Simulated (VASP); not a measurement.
# Si (P6/mmm) in VASP: further runs

Runs on Si. Level: HSE06. Tasks: single point.

Program: VASP 6.6.1. These are calculated values, not measurements. Logs are shortened: lines on timing, memory, paths and dates and some standing lists are left out, and cuts for length are marked.

### Step 1. The cell of the first run

The structure is hexagonal, space group P6/mmm (No. 191). The conventional cell has a = 4.037 Å, b = 4.037 Å, c = 2.601 Å, α = 90.00°, β = 90.00°, γ = 120.00°. Within 3.1 Å of Si (site symmetry -6m2) lie 5 Si at 2.33 to 2.60 Å.

This isn't the form of Si at room conditions, which is diamond.

### Step 2. Single point, HSE06

Input file POSCAR:

```
Si
1.0
    4.0368253747      0.0000000000      0.0000000000
   -2.0184077894      3.4959958841      0.0000000000
    0.0000000000      0.0000000000      2.6005954056
Si
2
Direct
    0.3333300000      0.6666700000      0.5000000000
    0.6666700000      0.3333300000      0.5000000000
```

Input file INCAR.step1:

```
  PREC = Accurate
  ENCUT = 520
  EDIFF = 1E-5
  ISMEAR = -1
  SIGMA = 0.05
  LREAL = False
  LASPH = True
  NELM = 80
  ALGO = Normal
  ISIF = 2
  LWAVE = True
  LCHARG = False
  NBANDS = 11
  GGA = PE
```

Input file INCAR.step2:

```
  PREC = Accurate
  ENCUT = 520
  EDIFF = 1E-7
  ISMEAR = -1
  SIGMA = 0.05
  LREAL = False
  LASPH = True
  NELM = 80
  ALGO = Normal
  ISIF = 2
  LWAVE = False
  LCHARG = False
  GGA = PE
  LHFCALC = True
  HFSCREEN = 0.2079
  PRECFOCK = Normal
  NBANDS = 11
  ISTART = 1
```

Input file KPOINTS:

```
Automatic mesh
0
Gamma
  4 4 5
```

Potentials or basis: VASP PAW PBE potentials, release 64 (Si).

The run is started by

```
> cat potpaw_PBE.64/Si/POTCAR > POTCAR
> cp INCAR.step1 INCAR
> mpirun -np 1 vasp_std > vasp.out
> cp INCAR.step2 INCAR
> mpirun -np 1 vasp_std > vasp.out
```

OUTCAR:

```text
PREC = Accurate
   ENCUT = 520
   EDIFF = 1E-7
   ISMEAR = -1
   LREAL = False
   LASPH = True
   NELM = 80
   ISIF = 2
   GGA = PE
   LHFCALC = True
   HFSCREEN = 0.2079
   PRECFOCK = Normal
   ISTART = 1

 ion  position               nearest neighbor table
   1  0.333  0.667  0.500-   2 2.33   2 2.33   2 2.33
   2  0.667  0.333  0.500-   1 2.33   1 2.33   1 2.33

  LATTYP: Found a hexagonal cell.
 ALAT       =     4.0368253747
 C/A-ratio  =     0.6442179595

  Lattice vectors:

 A1 = (   4.0368253747,   0.0000000000,   0.0000000000)
 A2 = (  -2.0184077894,   3.4959958841,   0.0000000000)
 A3 = (   0.0000000000,   0.0000000000,   2.6005954056)

Analysis of symmetry for initial positions (statically):
=====================================================================
 Subroutine PRICEL returns:
 Original cell was already a primitive cell.

 Routine SETGRP: Setting up the symmetry group for a
 hexagonal supercell.

 Subroutine GETGRP returns: Found  8 space group operations
 (whereof  8 operations were pure point group operations)
 out of a pool of 24 trial point group operations.

The static configuration has the point symmetry D_2h.

Analysis of symmetry for dynamics (positions and initial velocities):
=====================================================================
 Subroutine PRICEL returns:
 Original cell was already a primitive cell.

 Routine SETGRP: Setting up the symmetry group for a
 hexagonal supercell.

 Subroutine GETGRP returns: Found  8 space group operations
 (whereof  8 operations were pure point group operations)
 out of a pool of 24 trial point group operations.

The dynamic configuration has the point symmetry D_2h.

 Subroutine INISYM returns: Found  8 space group operations
 (whereof  8 operations are pure point group operations),
 and found     1 'primitive' translations

----------------------------------------------------------------------------------------

                                     Primitive cell

  volume of cell :      36.7015

  direct lattice vectors                    reciprocal lattice vectors
     4.036825375  0.000000000  0.000000000     0.247719410  0.143020416  0.000000000
    -2.018407789  3.495995884  0.000000000     0.000000000  0.286041527  0.000000000
     0.000000000  0.000000000  2.600595406     0.000000000  0.000000000  0.384527327

  length of vectors
[... 91 lines left out ...]
   EMIN   =  10.00;   EMAX   =-10.00  energy-range for DOS
   EFERMI =   0.00;   METHOD = LEGACY
   ISMEAR =    -1;   SIGMA  =   0.05  broadening in eV -4-tet -1-fermi 0-gaus
   EFERMI_NEDOS =   21; number of points for ismear=-14 and -15
   IALGO  =     38    algorithm
   IMIX   =      1    mixing-type and parameters
     AMIX     =   0.40;   BMIX     =  1.00
     AMIX_MAG =   1.60;   BMIX_MAG =  1.00
  volume/ion in A,a.u.               =      18.35       123.84
  Fermi-wavevector in a.u.,A,eV,Ry     =   0.985244  1.861840 13.207242  0.970705
  Thomas-Fermi vector in A             =   2.116536
   LORBIT       =      0    0 simple, 1 ext, 2 COOP (PROOUT), +10 PAW based schemes
   GGA     = PE    functional components
   LHFCALC =     T    Hartree Fock is set to
   PRECFOCK=normal    Normal, Fast or Accurate (Low or Medium for compatibility)
   ENCUT4O =  -1.0   cutoff for four orbital integrals eV
   NKREDX  =     1    reduce k-point grid by
   NKREDY  =     1    reduce k-point grid by
   NKREDZ  =     1    reduce k-point grid by
   AEXX    =    0.2500 exact exchange contribution
   HFSCREEN=    0.2079 screening length (either q_TF or 0.3 A-1)
   HFSCREENC=   0.2079 screening length for correlation (either q_TF or 0.3 A-1)
   ENCUTFOCK=  -1.0 apply spherical cutoff to Coloumb kernel
   IVDW    =     0    specifies the selected vdW correction
   LEPSILON=     F    determine dielectric tensor
   LRPA    =     F    only Hartree local field effects (RPA)
 non-spin polarized calculation
  energy-cutoff  :      520.00
  volume of cell :       36.70
 maximum number of plane-waves:      1006
  NGX = 24; NGY = 24; NGZ = 16

 number of electron       8.0000000 magnetization

 Free energy of the ion-electron system (eV)
  ---------------------------------------------------
  ext. energy  EPLUGINS =         0.00000000
  ---------------------------------------------------
  free energy    TOTEN  =       -11.69625982 eV

  energy without entropy =      -11.69480776  energy(sigma->0) =      -11.69553379

 E-fermi :   6.7659     XC(G=0):  -8.2081

 val. band max:        6.5272057102   @ k =   0.2500   0.0000   0.2000
 cond. band min:       7.0045834963   @ k =   0.2500   0.0000   0.4000
 fundamental gap:      0.4773777860
 Fermi energy:         6.7658720371

 k-point     1 :       0.0000    0.0000    0.0000
  band No.  band energies     occupation
      1      -7.7574      2.00000
      2       3.1403      2.00000
      3       3.1407      2.00000
      4       3.7962      2.00000
      5       8.1925      0.00000
      6       8.1929      0.00000
      7      12.7188      0.00000
      8      14.3556      0.00000
      9      16.5341      0.00000
     10      21.9643      0.00000
     11      24.1661      0.00000
[... 267 lines left out ...]
 k-point    21 :      -0.2500    0.5000    0.4000
  band No.  band energies     occupation
      1      -2.1863      2.00000
      2       0.2875      2.00000
      3       3.0470      2.00000
      4       3.5385      2.00000
      5       5.2967      2.00000
      6      10.4544      0.00000
      7      12.5326      0.00000
      8      12.6587      0.00000
      9      16.9993      0.00000
     10      17.6396      0.00000
     11      18.5477      0.00000

------------------------ aborting loop because EDIFF is reached ----------------------------------------

  FORCE on cell =-STRESS in cart. coord.  units (eV):
  Direction    XX          YY          ZZ          XY          YZ          ZX
  --------------------------------------------------------------------------------------
  -------------------------------------------------------------------------------------
  Total        1.8360854      1.8366270     -1.5782386      0.0004693      0.0000000      0.0000000
  in kB       80.1530035     80.1766471    -68.8968837      0.0204867      0.0000000      0.0000000
  external PRESSURE =      30.4775889 kB  Pullay stress =       0.0000000 kB

 VOLUME and BASIS-vectors are now :
 -----------------------------------------------------------------------------
  energy-cutoff  :      520.00
  volume of cell :       36.70
      direct lattice vectors                 reciprocal lattice vectors
     4.036825375  0.000000000  0.000000000     0.247719410  0.143020416  0.000000000
    -2.018407789  3.495995884  0.000000000     0.000000000  0.286041527  0.000000000
     0.000000000  0.000000000  2.600595406     0.000000000  0.000000000  0.384527327

 POSITION                                       TOTAL-FORCE (eV/Angst)
 -----------------------------------------------------------------------------------
     -0.00002      2.33068      1.30030         0.000622     -0.000359     -0.000000
      2.01843      1.16532      1.30030        -0.000622      0.000359      0.000000
 -----------------------------------------------------------------------------------
    total drift:                                0.000000      0.000000     -0.000000

  FREE ENERGIE OF THE ION-ELECTRON SYSTEM (eV)
  ---------------------------------------------------
  free  energy   TOTEN  =       -11.6962598201 eV

  energy  without entropy=      -11.6948077574  energy(sigma->0) =      -11.69553379
```

OSZICAR.step1:

```text
N       E                     dE             d eps       ncg     rms          rms(c)
DAV:   1     0.871240486730E+01    0.87124E+01   -0.33324E+03   462   0.591E+02
DAV:   2    -0.974717306974E+01   -0.18460E+02   -0.17733E+02   643   0.860E+01
DAV:   3    -0.102763838121E+02   -0.52921E+00   -0.52771E+00   580   0.125E+01
DAV:   4    -0.102800832610E+02   -0.36994E-02   -0.36988E-02   579   0.135E+00
DAV:   5    -0.102801162878E+02   -0.33027E-04   -0.33025E-04   578   0.116E-01    0.449E+00
DAV:   6    -0.102157009491E+02    0.64415E-01   -0.30246E-02   534   0.740E-01    0.268E+00
DAV:   7    -0.101829872953E+02    0.32714E-01   -0.63237E-02   522   0.113E+00    0.129E-01
DAV:   8    -0.101833394908E+02   -0.35220E-03   -0.31395E-03   531   0.325E-01    0.587E-02
DAV:   9    -0.101833684291E+02   -0.28938E-04   -0.68464E-05   642   0.519E-02    0.520E-02
DAV:  10    -0.101833875471E+02   -0.19118E-04   -0.23756E-05   528   0.263E-02    0.104E-02
DAV:  11    -0.101833868323E+02    0.71486E-06   -0.77159E-07   297   0.454E-03
   1 F= -.10183387E+02 E0= -.10182281E+02  d E =-.221246E-02
```

Wall time 4 min (1 thread of Intel Xeon Platinum 8259CL at 2.50GHz (Skylake/Cascade Lake), shared host); peak memory 0.25 GiB.

What came out:

* Free energy: -11.6963 eV
* Pressure: 3.0 GPa
* Band gap on the k mesh: zero (bands 4 and 5 overlap by 3.88 eV)

Caveat: the k points lie up to 0.48 Å⁻¹ apart, too coarse for converged energies and pressures of a metal; the PAW data sets were made with another functional, which shifts forces and pressure a little.

(Part 1 of 2 ends here.)

The gap in the log of VASP goes by the Fermi energy; the results here count the filled bands.